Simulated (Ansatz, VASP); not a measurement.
**TlOs in VASP and in Ansatz**

```xyz
4
Lattice="0.0000 3.3609 3.3609 3.3609 0.0000 3.3609 3.3609 3.3609 0.0000" Properties=species:S:1:pos:R:3 pbc="T T T"
Tl    3.3609    3.3609    3.3609
Tl    5.0414    5.0414    5.0414
Os    0.0000    0.0000    0.0000
Os    1.6805    1.6805    1.6805
```

Alike in both runs: functional PBE; k mesh 4 × 4 × 4; occupations gaussian, width 0.1 eV; no spin polarisation.

Ansatz relaxed the structure, and its values are those at the end. VASP's run is a single point on that final structure, the one shown.

|  | VASP | Ansatz |
| --- | --- | --- |
| version | VASP 6.6.1 | Ansatz 0.2.0 |
| potentials or method | VASP PAW PBE potentials, release 64 (Tl_d, Os), cutoff 520 eV | scalar-relativistic, plane waves, PAW |
| valence electrons in the cell | 42 | 58 |

VASP gave:

| Quantity | Value |
| --- | --- |
| gap on the k mesh at the Fermi level (eV) | none |
| pressure (GPa) | -0.3 |

**Question.** Estimate Ansatz's values.

**Answer.** gap on the k mesh at the Fermi level (eV): none; pressure (GPa): -0.2.

A gap of «none» marks a metal or a gap that the smearing closes. With one functional, cell and mesh, what is left measures potentials, basis and numerics. VASP's potentials hold 42 valence electrons a cell and Ansatz's 58, so a difference there can come from the potentials and not from the codes.

The k mesh is coarse, so the values compare programs but aren't converged. Spin-orbit coupling is off throughout.
